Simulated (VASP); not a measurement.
Write the native input for VASP 6.6.1 that does the following.

```yaml
Task: single point
Functional: LDA
Potentials_or_basis: VASP PAW LDA potentials, release 64 (Sc_sv)
Cutoff: 520 eV
k_mesh: 17 × 17 × 17
Occupations: fermi-dirac, width 0.08 eV
Spin: no spin polarisation
Dipole_correction: no
Further_INCAR_settings: ALGO = Normal; EDIFF = 1e-06; NBANDS = 12
```

The structure of Sc lies in POSCAR:

```
Sc
1.0
    0.0000000000      1.8939998726      1.8939998726
    1.8939998726      0.0000000000      1.8939998726
    1.8939998726      1.8939998726      0.0000000000
Sc
1
Direct
    0.0000000000      0.0000000000      0.0000000000
```

This isn't the form of Sc at room conditions, which is hcp.

One way to write it, as run:

INCAR

```
  PREC = Accurate
  ENCUT = 520
  EDIFF = 1E-6
  ISMEAR = -1
  SIGMA = 0.08
  LREAL = False
  LASPH = True
  NELM = 80
  ALGO = Normal
  ISIF = 2
  LWAVE = False
  LCHARG = True
  LELF = True
  LVHAR = True
  NBANDS = 12
```

KPOINTS

```
Automatic mesh
0
Gamma
  17 17 17
```

Potentials or basis: VASP PAW LDA potentials, release 64 (Sc_sv).

The run is started by

```bash
$ cat potpaw_LDA.64/Sc_sv/POTCAR > POTCAR
$ mpirun -np 1 vasp_std > vasp.out
```

Results of the run:

```json
{"Pressure": "62.0 GPa", "Band gap on the k mesh": "zero (an odd number of electrons rules out a gap without spin polarisation)"}
```

Caveat: the cell stands under pressure.

Run time: 22 s on 1 thread of AMD EPYC 7R43 64-Core Processor (Zen 3) (shared host), peak memory 0.1 GiB.
